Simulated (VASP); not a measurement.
# Hf (P6_3/mmc) in VASP: further runs

Hf is run at these levels: LDA; tasks: single point.

Program: VASP 6.6.1. These are calculated values, not measurements. Logs are shortened: lines on timing, memory, paths and dates and some standing lists are left out, and cuts for length are marked.

## 1. The cell of the first run

It takes space group P6_3/mmc (No. 194, hexagonal). Conventional cell: a = 3.117 Å, b = 3.117 Å, c = 4.964 Å, α = 90.00°, β = 90.00°, γ = 120.00°. Hf (site symmetry -6m2) has 12 Hf at 3.07 to 3.12 Å within 4.0 Å.

## 2. Single point, LDA

Contents of INCAR:

```
SYSTEM = Hf
PREC     = Accurate       ! precision mode
ENCUT    = 520            ! plane-wave cutoff, eV
EDIFF    = 1E-7           ! SCF threshold, eV
ISMEAR   = -1             ! smearing method
SIGMA    = 0.05           ! smearing width, eV
LREAL    = .False.        ! projectors in reciprocal space
LASPH    = .True.         ! aspherical terms in the spheres
NELM     = 80             ! most SCF steps
ALGO     = Normal         ! electronic algorithm
ISIF     = 2              ! what is computed and relaxed
LWAVE    = .False.        ! write WAVECAR
LCHARG   = .True.         ! write CHGCAR
GGA      = CA             ! functional
LELF     = .True.         ! ELF
LVHAR    = .True.       
NBANDS   = 17             ! bands
```

Contents of KPOINTS:

```
Automatic mesh
0
Gamma
  7 7 4
  0 0 0
```

Contents of POSCAR:

```
Hf
1.0
    3.1166818274      0.0000000000      0.0000000000
   -1.5583409137      2.6991256380      0.0000000000
    0.0000000000      0.0000000000      4.9637107528
Hf
2
Direct
    0.3333333333      0.6666666667      0.2500000000
    0.6666666667      0.3333333333      0.7500000000
```

Potentials or basis: VASP PAW LDA potentials, release 64 (Hf_pv).

Command:

```bash
cat potpaw_LDA.64/Hf_pv/POTCAR > POTCAR
mpirun -np 1 vasp_std > vasp.out
```

OUTCAR:

```text
SYSTEM = Hf
   PREC = Accurate
   ENCUT = 520
   EDIFF = 1E-7
   ISMEAR = -1
   LREAL = .False.
   LASPH = .True.
   NELM = 80
   ISIF = 2
   GGA = CA

 ion  position               nearest neighbor table
   1  0.333  0.667  0.250-   2 3.07   2 3.07   2 3.07   2 3.07   2 3.07   2 3.07
   2  0.667  0.333  0.750-   1 3.07   1 3.07   1 3.07   1 3.07   1 3.07   1 3.07

  LATTYP: Found a hexagonal cell.
 ALAT       =     3.1166818274
 C/A-ratio  =     1.5926267190

  Lattice vectors:

 A1 = (   3.1166818274,   0.0000000000,   0.0000000000)
 A2 = (  -1.5583409137,   2.6991256380,   0.0000000000)
 A3 = (   0.0000000000,   0.0000000000,   4.9637107528)

Analysis of symmetry for initial positions (statically):
=====================================================================
 Subroutine PRICEL returns:
 Original cell was already a primitive cell.

 Routine SETGRP: Setting up the symmetry group for a
 hexagonal supercell.

 Subroutine GETGRP returns: Found 24 space group operations
 (whereof 12 operations were pure point group operations)
 out of a pool of 24 trial point group operations.

The static configuration has the point symmetry D_3d.
 The point group associated with its full space group is D_6h.

Analysis of symmetry for dynamics (positions and initial velocities):
=====================================================================
 Subroutine PRICEL returns:
 Original cell was already a primitive cell.

 Routine SETGRP: Setting up the symmetry group for a
 hexagonal supercell.

 Subroutine GETGRP returns: Found 24 space group operations
 (whereof 12 operations were pure point group operations)
 out of a pool of 24 trial point group operations.

The dynamic configuration has the point symmetry D_3d.
 The point group associated with its full space group is D_6h.

 Subroutine INISYM returns: Found 24 space group operations
 (whereof 12 operations are pure point group operations),
 and found     1 'primitive' translations

----------------------------------------------------------------------------------------

                                     Primitive cell

  volume of cell :      41.7563

  direct lattice vectors                    reciprocal lattice vectors
     3.116681827  0.000000000  0.000000000     0.320854054  0.185245175  0.000000000
    -1.558340914  2.699125638  0.000000000     0.000000000  0.370490349  0.000000000
     0.000000000  0.000000000  4.963710753     0.000000000  0.000000000  0.201462182

  length of vectors
     3.116681827  3.116681827  4.963710753     0.370490349  0.370490349  0.201462182

  position of ions in fractional coordinates (direct lattice)
     0.333333333  0.666666667  0.250000000
     0.666666667  0.333333333  0.750000000

  ion indices of the primitive-cell ions
   primitive index   ion index
                 1           1
                 2           2

----------------------------------------------------------------------------------------

 KPOINTS: Automatic mesh

Automatic generation of k-mesh.
 Grid dimensions read from file:
 generate k-points for:    7    7    4

 Generating k-lattice:

  Cartesian coordinates                     Fractional coordinates (reciprocal lattice)
     0.045836293  0.026463596  0.000000000     0.142857143  0.000000000  0.000000000
     0.000000000  0.052927193  0.000000000     0.000000000  0.142857143  0.000000000
     0.000000000  0.000000000  0.050365546     0.000000000  0.000000000  0.250000000

  Length of vectors
     0.052927193  0.052927193  0.050365546

  Shift w.r.t. Gamma in fractional coordinates (k-lattice)
     0.000000000  0.000000000  0.000000000

 Subroutine IBZKPT returns following result:
 ===========================================

 Found     24 irreducible k-points:

 Following reciprocal coordinates:
            Coordinates               Weight
  0.000000  0.000000  0.000000      1.000000
  0.142857 -0.000000  0.000000      6.000000
  0.285714 -0.000000  0.000000      6.000000
  0.428571 -0.000000  0.000000      6.000000
  0.142857  0.142857  0.000000      6.000000
  0.285714  0.142857  0.000000     12.000000
[... 16 lines left out ...]
  0.428571  0.142857  0.500000      6.000000
  0.285714  0.285714  0.500000      6.000000
   k-points           NKPTS =     24   k-points in BZ     NKDIM =     24   number of bands    NBANDS=     17
   number of dos      NEDOS =    301   number of ions     NIONS =      2
   total plane-waves  NPLWV =  23040
   dimension x,y,z NGX =    24 NGY =   24 NGZ =   40
   dimension x,y,z NGXF=    48 NGYF=   48 NGZF=   80
   ions per type =               2
   NGX,Y,Z   is equivalent  to a cutoff of  12.80, 12.80, 13.40 a.u.
   NGXF,Y,Z  is equivalent  to a cutoff of  25.60, 25.60, 26.79 a.u.
 SYSTEM =  Hf
   PREC   = accura    normal or accurate (medium, high low for compatibility)
   ISTART =      0    job   : 0-new  1-cont  2-samecut
   ICHARG =      2    charge: 1-file 2-atom 10-const
   ISPIN  =      1    spin polarized calculation?
   LNONCOLLINEAR =      F non collinear calculations
   LSORBIT =      F    spin-orbit coupling
   LASPH  =      T    aspherical Exc in radial PAW
   ENCUT  =  520.0 eV  38.22 Ry    6.18 a.u.   5.79  5.79  9.23*2*pi/ulx,y,z
   NELM   =     80;   NELMIN=  2; NELMDL= -5     # of ELM steps
   EDIFF  = 0.1E-06   stopping-criterion for ELM
   LREAL  =      F    real-space projection
   EDIFFG = 0.1E-05   stopping-criterion for IOM
   NSW    =      0    number of steps for IOM
   IBRION =     -1    ionic relax: 0-MD 1-quasi-New 2-CG
   NFREE  =      0    steps in history (QN), initial steepest desc. (CG)
   ISIF   =      2    stress and relaxation
   ISYM   =      2    0-nonsym 1-usesym 2-fastsym
   POTIM  = 0.5000    time-step for ionic-motion
   TEBEG  =    0.0;   TEEND  =   0.0 temperature during run
   PSTRESS=    0.0 pullay stress
   NELECT =      20.0000    total number of electrons
   NUPDOWN=      -1.0000    fix difference up-down
   EMIN   =  10.00;   EMAX   =-10.00  energy-range for DOS
   EFERMI =   0.00;   METHOD = LEGACY
   ISMEAR =    -1;   SIGMA  =   0.05  broadening in eV -4-tet -1-fermi 0-gaus
   EFERMI_NEDOS =   21; number of points for ismear=-14 and -15
   IALGO  =     38    algorithm
   IMIX   =      4    mixing-type and parameters
     AMIX     =   0.40;   BMIX     =  1.00
     AMIX_MAG =   1.60;   BMIX_MAG =  1.00
  volume/ion in A,a.u.               =      20.88       140.89
  Fermi-wavevector in a.u.,A,eV,Ry     =   1.280887  2.420525 22.322691  1.640672
  Thomas-Fermi vector in A             =   2.413289
   LORBIT       =      0    0 simple, 1 ext, 2 COOP (PROOUT), +10 PAW based schemes
   GGA     = CA    functional components
   LHFCALC =     F    Hartree Fock is set to
   AEXX    =    0.0000 exact exchange contribution
   IVDW    =     0    specifies the selected vdW correction
   LEPSILON=     F    determine dielectric tensor
   LRPA    =     F    only Hartree local field effects (RPA)
 non-spin polarized calculation
  energy-cutoff  :      520.00
  volume of cell :       41.76
 maximum number of plane-waves:      1138
 NGX is ok and might be reduce to    24
   NGX = 11   NGY = 11   NGZ = 19

 number of electron      19.9999997 magnetization

 Free energy of the ion-electron system (eV)
  ---------------------------------------------------
  ext. energy  EPLUGINS =         0.00000000
  ---------------------------------------------------
  free energy    TOTEN  =       -21.38759535 eV

  energy without entropy =      -21.37071272  energy(sigma->0) =      -21.37915403

 E-fermi :   5.3681     XC(G=0): -11.7889

 val. band max:        5.3572740169   @ k =   0.1429  -0.0000   0.0000
 cond. band min:       5.3754775131   @ k =   0.1429  -0.0000   0.0000
 fundamental gap:      0.0182034962
 Fermi energy:         5.3681333362

 k-point     1 :       0.0000    0.0000    0.0000
  band No.  band energies     occupation
      1     -25.6077      2.00000
      2     -24.6663      2.00000
      3     -24.6663      2.00000
      4     -24.5099      2.00000
      5     -24.5098      2.00000
      6     -24.5098      2.00000
[... 9 lines left out ...]
     16       8.0339      0.00000
     17      10.9243      0.00000

 k-point     2 :       0.1429   -0.0000    0.0000
  band No.  band energies     occupation
      1     -25.5418      2.00000
      2     -24.8095      2.00000
      3     -24.7126      2.00000
      4     -24.6587      2.00000
      5     -24.5398      2.00000
      6     -24.5296      2.00000
[... 9 lines left out ...]
     16       7.8960      0.00000
     17      11.3565      0.00000

 k-point     3 :       0.2857   -0.0000    0.0000
  band No.  band energies     occupation
      1     -25.3703      2.00000
      2     -25.1297      2.00000
      3     -24.9699      2.00000
      4     -24.8099      2.00000
      5     -24.6297      2.00000
      6     -24.5793      2.00000
[... 9 lines left out ...]
     16       9.5389      0.00000
     17      11.9009      0.00000

 k-point     4 :       0.4286   -0.0000    0.0000
  band No.  band energies     occupation
      1     -25.3825      2.00000
      2     -25.2008      2.00000
      3     -25.1788      2.00000
      4     -24.8835      2.00000
      5     -24.7550      2.00000
      6     -24.6218      2.00000
[... 9 lines left out ...]
     16      11.5666      0.00000
     17      12.1301      0.00000
[... 343 lines left out ...]
      1     -25.3727      2.00000
      2     -25.3727      2.00000
      3     -24.8719      2.00000
      4     -24.8719      2.00000
      5     -24.7076      2.00000
      6     -24.7076      2.00000
[... 9 lines left out ...]
     16      10.9616      0.00000
     17      11.8572      0.00000

 k-point    23 :       0.4286    0.1429    0.5000
  band No.  band energies     occupation
      1     -25.4543      2.00000
      2     -25.4543      2.00000
      3     -24.9183      2.00000
      4     -24.9183      2.00000
      5     -24.7076      2.00000
      6     -24.7076      2.00000
[... 9 lines left out ...]
     16      11.2318      0.00000
     17      13.0247      0.00000

 k-point    24 :       0.2857    0.2857    0.5000
  band No.  band energies     occupation
      1     -25.3782      2.00000
      2     -25.3782      2.00000
      3     -25.0500      2.00000
      4     -25.0500      2.00000
      5     -24.6904      2.00000
      6     -24.6904      2.00000
[... 9 lines left out ...]
     16      11.0494      0.00000
     17      13.7766      0.00000

------------------------ aborting loop because EDIFF is reached ----------------------------------------

  FORCE on cell =-STRESS in cart. coord.  units (eV):
  Direction    XX          YY          ZZ          XY          YZ          ZX
  --------------------------------------------------------------------------------------
  -------------------------------------------------------------------------------------
  Total        0.0421245      0.0421245     -0.0247169      0.0000000      0.0000000     -0.0000000
  in kB        1.6163050      1.6163050     -0.9483792      0.0000000      0.0000000     -0.0000000
  external PRESSURE =       0.7614103 kB  Pullay stress =       0.0000000 kB

 VOLUME and BASIS-vectors are now :
 -----------------------------------------------------------------------------
  energy-cutoff  :      520.00
  volume of cell :       41.76
      direct lattice vectors                 reciprocal lattice vectors
     3.116681827  0.000000000  0.000000000     0.320854054  0.185245175  0.000000000
    -1.558340914  2.699125638  0.000000000     0.000000000  0.370490349  0.000000000
     0.000000000  0.000000000  4.963710753     0.000000000  0.000000000  0.201462182

 POSITION                                       TOTAL-FORCE (eV/Angst)
 -----------------------------------------------------------------------------------
     -0.00000      1.79942      1.24093        -0.000000      0.000000      0.000000
      1.55834      0.89971      3.72278         0.000000     -0.000000      0.000000
 -----------------------------------------------------------------------------------
    total drift:                                0.000000     -0.000000      0.000000

  FREE ENERGIE OF THE ION-ELECTRON SYSTEM (eV)
  ---------------------------------------------------
  free  energy   TOTEN  =       -21.3875953503 eV

  energy  without entropy=      -21.3707127170  energy(sigma->0) =      -21.37915403
```

It took 34 s on 1 thread of Intel Xeon 8259CL, shared host; peak memory 0.15 GiB.

Results:

| Quantity | Value |
| --- | --- |
| Free energy | -21.3876 eV |
| Pressure | 0.1 GPa |
| Band gap on the k mesh | zero (band 10 reaches 6.42 eV, above the bottom of band 11 at 5.18 eV) |

Caveat: spin-orbit coupling is left out, which moves the levels of the heavy elements.

(Continued in part 2 of 2.)
